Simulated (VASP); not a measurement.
# In3Sb (P4/mmm) in VASP: single point with PBEsol+D3(BJ)

Aim: the single point of In3Sb with PBEsol+D3(BJ).

Everything below comes from runs of VASP 6.6.1. Logs are shortened: lines on timing, memory, paths and dates and some standing lists are left out, and cuts for length are marked.

## Step 1: The cell of the first run

Symmetry: P4/mmm, No. 123, tetragonal system. The conventional cell has a = 4.704 Å, b = 4.704 Å, c = 4.516 Å, α = 90.00°, β = 90.00°, γ = 90.00°. In (site symmetry 4/mmm) has 8 In at 3.26 Å and 4 Sb at 3.33 Å within 4.3 Å. In (site symmetry mmm) has 8 In at 3.26 to 3.33 Å and 4 Sb at 3.26 Å within 4.3 Å. Sb (site symmetry 4/mmm) has 12 In at 3.26 to 3.33 Å within 4.3 Å.

## Step 2: Single point, PBEsol+D3(BJ)

Input file INCAR:

```
SYSTEM = In3Sb
  PREC = Accurate
  ENCUT = 520
  EDIFF = 1E-6
  ISMEAR = 0
  SIGMA = 0.15
  LREAL = .False.
  LASPH = .True.
  NELM = 80
  ALGO = Fast
  ISIF = 2
  LWAVE = .False.
  LCHARG = .False.
  GGA = PS
  IVDW = 12
  NBANDS = 30
```

Input file KPOINTS:

```
regular mesh
0
Gamma
  12 12 12
  0 0 0
```

Input file POSCAR:

```
In3Sb
1.0
    4.7038109138      0.0000000000      0.0000000000
    0.0000000000      4.7038109138      0.0000000000
    0.0000000000      0.0000000000      4.5156584773
In Sb
3 1
Direct
    0.5000000000      0.5000000000      0.0000000000
    0.5000000000      0.0000000000      0.5000000000
    0.0000000000      0.5000000000      0.5000000000
    0.0000000000      0.0000000000      0.0000000000
```

Potentials or basis: VASP PAW PBE potentials, release 64 (In_d, Sb).

Started as:

```sh
cat potpaw_PBE.64/In_d/POTCAR potpaw_PBE.64/Sb/POTCAR > POTCAR
mpirun -np 1 vasp_std > vasp.out
```

OUTCAR:

```text
SYSTEM = In3Sb
   PREC = Accurate
   ENCUT = 520
   EDIFF = 1E-6
   ISMEAR = 0
   LREAL = .False.
   LASPH = .True.
   NELM = 80
   ISIF = 2
   GGA = PS
   IVDW = 12
 IVDW          = 12

 ion  position               nearest neighbor table
   1  0.500  0.500  0.000-   2 3.26   3 3.26   2 3.26   3 3.26   2 3.26   2 3.26   3 3.26   3 3.26
                             4 3.33   4 3.33   4 3.33   4 3.33
   2  0.500  0.000  0.500-   1 3.26   4 3.26   1 3.26   4 3.26   1 3.26   1 3.26   4 3.26   4 3.26
                             3 3.33   3 3.33   3 3.33   3 3.33
   3  0.000  0.500  0.500-   1 3.26   4 3.26   1 3.26   4 3.26   4 3.26   4 3.26   1 3.26   1 3.26
                             2 3.33   2 3.33   2 3.33   2 3.33
   4  0.000  0.000  0.000-   2 3.26   3 3.26   2 3.26   3 3.26   3 3.26   3 3.26   2 3.26   2 3.26
                             1 3.33   1 3.33   1 3.33   1 3.33

  LATTYP: Found a simple tetragonal cell.
 ALAT       =     4.7038109138
 C/A-ratio  =     0.9600000000

  Lattice vectors:

 A1 = (   4.7038109138,   0.0000000000,   0.0000000000)
 A2 = (   0.0000000000,   4.7038109138,   0.0000000000)
 A3 = (   0.0000000000,   0.0000000000,   4.5156584773)

Analysis of symmetry for initial positions (statically):
=====================================================================
 Subroutine PRICEL returns:
 Original cell was already a primitive cell.

 Routine SETGRP: Setting up the symmetry group for a
 simple tetragonal supercell.

 Subroutine GETGRP returns: Found 16 space group operations
 (whereof 16 operations were pure point group operations)
 out of a pool of 16 trial point group operations.

The static configuration has the point symmetry D_4h.

Analysis of symmetry for dynamics (positions and initial velocities):
=====================================================================
 Subroutine PRICEL returns:
 Original cell was already a primitive cell.

 Routine SETGRP: Setting up the symmetry group for a
 simple tetragonal supercell.

 Subroutine GETGRP returns: Found 16 space group operations
 (whereof 16 operations were pure point group operations)
 out of a pool of 16 trial point group operations.

The dynamic configuration has the point symmetry D_4h.

 Subroutine INISYM returns: Found 16 space group operations
 (whereof 16 operations are pure point group operations),
 and found     1 'primitive' translations

----------------------------------------------------------------------------------------

                                     Primitive cell

  volume of cell :      99.9127

  direct lattice vectors                    reciprocal lattice vectors
     4.703810914  0.000000000  0.000000000     0.212593580  0.000000000  0.000000000
     0.000000000  4.703810914  0.000000000     0.000000000  0.212593580  0.000000000
     0.000000000  0.000000000  4.515658477     0.000000000  0.000000000  0.221451645

  length of vectors
     4.703810914  4.703810914  4.515658477     0.212593580  0.212593580  0.221451645

  position of ions in fractional coordinates (direct lattice)
     0.500000000  0.500000000  0.000000000
     0.500000000  0.000000000  0.500000000
     0.000000000  0.500000000  0.500000000
     0.000000000  0.000000000  0.000000000

  ion indices of the primitive-cell ions
   primitive index   ion index
                 1           1
                 2           2
                 3           3
                 4           4

----------------------------------------------------------------------------------------

 KPOINTS: regular mesh

Automatic generation of k-mesh.
 Grid dimensions read from file:
 generate k-points for:   12   12   12

 Generating k-lattice:

  Cartesian coordinates                     Fractional coordinates (reciprocal lattice)
     0.017716132  0.000000000  0.000000000     0.083333333  0.000000000  0.000000000
     0.000000000  0.017716132  0.000000000     0.000000000  0.083333333  0.000000000
     0.000000000  0.000000000  0.018454304     0.000000000  0.000000000  0.083333333

  Length of vectors
     0.017716132  0.017716132  0.018454304

  Shift w.r.t. Gamma in fractional coordinates (k-lattice)
     0.000000000  0.000000000  0.000000000

 Subroutine IBZKPT returns following result:
 ===========================================

 Found    196 irreducible k-points:

 Following reciprocal coordinates:
            Coordinates               Weight
  0.000000  0.000000  0.000000      1.000000
  0.083333  0.000000  0.000000      4.000000
  0.166667  0.000000  0.000000      4.000000
  0.250000  0.000000  0.000000      4.000000
  0.333333  0.000000  0.000000      4.000000
  0.416667  0.000000  0.000000      4.000000
[... 16 lines left out ...]
  0.333333  0.333333  0.000000      4.000000
  0.416667  0.333333  0.000000      8.000000
 [... further k-points ...]
   k-points           NKPTS =    196   k-points in BZ     NKDIM =    196   number of bands    NBANDS=     30
   number of dos      NEDOS =    301   number of ions     NIONS =      4
   total plane-waves  NPLWV =  46656
   dimension x,y,z NGX =    36 NGY =   36 NGZ =   36
   dimension x,y,z NGXF=    72 NGYF=   72 NGZF=   72
   ions per type =               3   1
   NGX,Y,Z   is equivalent  to a cutoff of  12.72, 12.72, 13.25 a.u.
   NGXF,Y,Z  is equivalent  to a cutoff of  25.45, 25.45, 26.51 a.u.
 SYSTEM =  In3Sb
   PREC   = accura    normal or accurate (medium, high low for compatibility)
   ISTART =      0    job   : 0-new  1-cont  2-samecut
   ICHARG =      2    charge: 1-file 2-atom 10-const
   ISPIN  =      1    spin polarized calculation?
   LNONCOLLINEAR =      F non collinear calculations
   LSORBIT =      F    spin-orbit coupling
   LASPH  =      T    aspherical Exc in radial PAW
   ENCUT  =  520.0 eV  38.22 Ry    6.18 a.u.   8.75  8.75  8.40*2*pi/ulx,y,z
   NELM   =     80;   NELMIN=  2; NELMDL= -5     # of ELM steps
   EDIFF  = 0.1E-05   stopping-criterion for ELM
   LREAL  =      F    real-space projection
   EDIFFG = 0.1E-04   stopping-criterion for IOM
   NSW    =      0    number of steps for IOM
   IBRION =     -1    ionic relax: 0-MD 1-quasi-New 2-CG
   NFREE  =      0    steps in history (QN), initial steepest desc. (CG)
   ISIF   =      2    stress and relaxation
   ISYM   =      2    0-nonsym 1-usesym 2-fastsym
   POTIM  = 0.5000    time-step for ionic-motion
   TEBEG  =    0.0;   TEEND  =   0.0 temperature during run
   PSTRESS=    0.0 pullay stress
   NELECT =      44.0000    total number of electrons
   NUPDOWN=      -1.0000    fix difference up-down
   EMIN   =  10.00;   EMAX   =-10.00  energy-range for DOS
   EFERMI =   0.00;   METHOD = LEGACY
   ISMEAR =     0;   SIGMA  =   0.15  broadening in eV -4-tet -1-fermi 0-gaus
   EFERMI_NEDOS =   21; number of points for ismear=-14 and -15
   IALGO  =     68    algorithm
   IMIX   =      4    mixing-type and parameters
     AMIX     =   0.40;   BMIX     =  1.00
     AMIX_MAG =   1.60;   BMIX_MAG =  1.00
  volume/ion in A,a.u.               =      24.98       168.56
  Fermi-wavevector in a.u.,A,eV,Ry     =   1.245524  2.353699 21.107129  1.551330
  Thomas-Fermi vector in A             =   2.379742
   LORBIT       =      0    0 simple, 1 ext, 2 COOP (PROOUT), +10 PAW based schemes
   GGA     = PS    functional components
   LHFCALC =     F    Hartree Fock is set to
   AEXX    =    0.0000 exact exchange contribution
   IVDW    =    12    specifies the selected vdW correction
   LEPSILON=     F    determine dielectric tensor
   LRPA    =     F    only Hartree local field effects (RPA)
 non-spin polarized calculation
 RMM-DIIS sequential band-by-band and
 Gauss-broadening in eV      SIGMA  =   0.15
  energy-cutoff  :      520.00
  volume of cell :       99.91
 maximum number of plane-waves:      2729
 NGX is ok and might be reduce to    36
   NGX = 17   NGY = 17   NGZ = 17

 number of electron      44.0000009 magnetization

 Free energy of the ion-electron system (eV)
  ---------------------------------------------------
  ext. energy  EPLUGINS =         0.00000000
  ---------------------------------------------------
  free energy    TOTEN  =       -13.39221651 eV

  energy without entropy =      -13.36998876  energy(sigma->0) =      -13.38110263

 E-fermi :   8.2022     XC(G=0): -10.6311

 val. band max:        8.1864661408   @ k =   0.1667   0.1667   0.2500
 cond. band min:       8.2038750250   @ k =   0.2500   0.0833   0.0833
 fundamental gap:      0.0174088842
 Fermi energy:         8.2021589108

 k-point     1 :       0.0000    0.0000    0.0000
  band No.  band energies     occupation
      1      -6.5382      2.00000
      2      -6.5290      2.00000
      3      -6.5290      2.00000
      4      -6.5040      2.00000
      5      -6.3695      2.00000
      6      -6.3507      2.00000
[... 22 lines left out ...]
     29      14.5036      0.00000
     30      14.7841      0.00000

 k-point     2 :       0.0833    0.0000    0.0000
  band No.  band energies     occupation
      1      -6.5309      2.00000
      2      -6.5275      2.00000
      3      -6.5205      2.00000
      4      -6.4967      2.00000
      5      -6.3673      2.00000
      6      -6.3462      2.00000
[... 22 lines left out ...]
     29      14.8274      0.00000
     30      15.1798      0.00000

 k-point     3 :       0.1667    0.0000    0.0000
  band No.  band energies     occupation
      1      -6.5233      2.00000
      2      -6.5098      2.00000
      3      -6.4954      2.00000
      4      -6.4750      2.00000
      5      -6.3623      2.00000
      6      -6.3315      2.00000
[... 22 lines left out ...]
     29      15.3102      0.00000
     30      15.3562      0.00000

 k-point     4 :       0.2500    0.0000    0.0000
  band No.  band energies     occupation
      1      -6.5173      2.00000
      2      -6.4778      2.00000
      3      -6.4553      2.00000
      4      -6.4403      2.00000
      5      -6.3564      2.00000
      6      -6.3072      2.00000
[... 616 lines left out ...]
     29      12.3945      0.00000
     30      14.7534      0.00000

 k-point    23 :       0.3333    0.3333    0.0000
  band No.  band energies     occupation
      1      -6.4158      2.00000
      2      -6.4043      2.00000
      3      -6.3536      2.00000
      4      -6.3261      2.00000
      5      -6.3242      2.00000
      6      -6.2896      2.00000
[... 22 lines left out ...]
     29      12.5934      0.00000
     30      12.9986      0.00000

 k-point    24 :       0.4167    0.3333    0.0000
  band No.  band energies     occupation
      1      -6.3963      2.00000
      2      -6.3845      2.00000
      3      -6.3373      2.00000
      4      -6.3190      2.00000
      5      -6.2942      2.00000
      6      -6.2889      2.00000
[... 22 lines left out ...]
     29      12.9756      0.00000
     30      13.7146      0.00000

 [... further k-points ...]

------------------------ aborting loop because EDIFF is reached ----------------------------------------

 Edisp (eV)   -1.66534

 E8    (eV) :    -1.1885

  FORCE on cell =-STRESS in cart. coord.  units (eV):
  Direction    XX          YY          ZZ          XY          YZ          ZX
  --------------------------------------------------------------------------------------
  -------------------------------------------------------------------------------------
  Total      -0.02750    -0.02750    -0.04511     0.00000     0.00000     0.00000
  in kB      -0.44094    -0.44094    -0.72344     0.00000     0.00000     0.00000
  external pressure =       -0.54 kB  Pullay stress =        0.00 kB

 VOLUME and BASIS-vectors are now :
 -----------------------------------------------------------------------------
  energy-cutoff  :      520.00
  volume of cell :       99.91
      direct lattice vectors                 reciprocal lattice vectors
     4.703810914  0.000000000  0.000000000     0.212593580  0.000000000  0.000000000
     0.000000000  4.703810914  0.000000000     0.000000000  0.212593580  0.000000000
     0.000000000  0.000000000  4.515658477     0.000000000  0.000000000  0.221451645

 POSITION                                       TOTAL-FORCE (eV/Angst)
 -----------------------------------------------------------------------------------
      2.35191      2.35191      0.00000         0.000000      0.000000      0.000000
      2.35191      0.00000      2.25783         0.000000      0.000000      0.000000
      0.00000      2.35191      2.25783         0.000000      0.000000      0.000000
      0.00000      0.00000      0.00000         0.000000      0.000000      0.000000
 -----------------------------------------------------------------------------------
    total drift:                                0.000000      0.000000      0.000000

  FREE ENERGIE OF THE ION-ELECTRON SYSTEM (eV)
  ---------------------------------------------------
  free  energy   TOTEN  =       -15.0575529489 eV

  energy  without entropy=      -15.0353252040  energy(sigma->0) =      -15.04643908
```

Run time: 13 min. Hardware: 1 thread of Oxide Virtual Turin-like, shared host; peak memory 0.55 GiB.

Results:

```
Free energy                : -15.0576 eV
Pressure                   : -0.1 GPa
Band gap on the k mesh     : zero (band 22 reaches 9.10 eV, above the bottom of band 23 at 4.58 eV)
Dispersion energy per atom : -0.416 eV
```

Caveat: the PAW data sets were made with another functional, which shifts forces and pressure a little; spin-orbit coupling is left out, which moves the levels of the heavy elements; pairwise dispersion overbinds metals, which lowers pressure and volume.
